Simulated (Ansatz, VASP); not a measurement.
Ge in VASP and in Ansatz

Contents of INCAR:

```
SYSTEM = Ge
ALGO     = Normal         ! electronic algorithm
EDIFF    = 1E-7           ! SCF threshold, eV
ENCUT    = 520            ! plane-wave cutoff, eV
GGA      = PS             ! functional
ISIF     = 2              ! what is computed and relaxed
ISMEAR   = 0              ! smearing method
LASPH    = .True.         ! aspherical terms in the spheres
LCHARG   = .False.        ! write CHGCAR
LREAL    = .False.        ! projectors in reciprocal space
LWAVE    = .False.        ! write WAVECAR
NBANDS   = 36             ! bands
NELM     = 100            ! most SCF steps
PREC     = Accurate       ! precision mode
SIGMA    = 0.15           ! smearing width, eV
```

File KPOINTS:

```
k-points
0
Gamma
  12 12 8
  0 0 0
```

The input POSCAR:

```
Ge
1.0
    3.4932886429      0.0000000000      0.0000000000
   -1.7466443215      3.0252767075      0.0000000000
    0.0000000000      0.0000000000      6.4993162329
Ge
4
Direct
    0.0000000000      0.0000000000      0.0711500000
    0.0000000000      0.0000000000      0.5711500000
    0.3333333333      0.6666666667      0.8211500000
    0.6666666667      0.3333333333      0.3211500000
```

Input for Ansatz:

```yaml
crystal:
  lattice:
    - [3.4932886429, 0.0, 0.0]
    - [-1.7466443215, 3.0252767075, 0.0]
    - [0.0, 0.0, 6.4993162329]
  atoms:
    - { symbol: Ge, position: [0.0, 0.0, 0.07115] }
    - { symbol: Ge, position: [0.0, 0.0, 0.57115] }
    - { symbol: Ge, position: [0.3333333333, 0.6666666667, 0.82115] }
    - { symbol: Ge, position: [0.6666666667, 0.3333333333, 0.32115] }
basis:
  ecutwfc: 420
kpoints:
  mp_grid: { grid: [12, 12, 8] }
hamiltonian:
  xc: pbesol
scf:
  occupations: { method: gaussian, width: 0.15 }
output:
  forces: true
  stress: true
  eigenvalues: true
```

Change from the starting cell: strain -0.080 along x and y, +0.040 along z, atoms carried along.

Alike in both runs: task single point; functional PBEsol; k mesh 12 × 12 × 8; occupations gaussian, width 0.15 eV; no spin polarisation.

|  | VASP | Ansatz |
| --- | --- | --- |
| version | VASP 6.6.1 | Ansatz 0.2.0 |
| potentials or method | VASP PAW PBE potentials, release 64 (Ge_d), cutoff 520 eV | scalar-relativistic, plane waves, PAW |
| valence electrons in the cell | 56 | 56 |

|  | VASP | Ansatz | Ansatz less VASP |
| --- | --- | --- | --- |
| gap on the k mesh at the Fermi level (eV) | none | none | - |
| pressure (GPa) | 10.5 | 10.4 | -0.06 |

VASP's potentials were made for PBE, not for PBEsol. A gap of «none» marks a metal or a gap that the smearing closes.
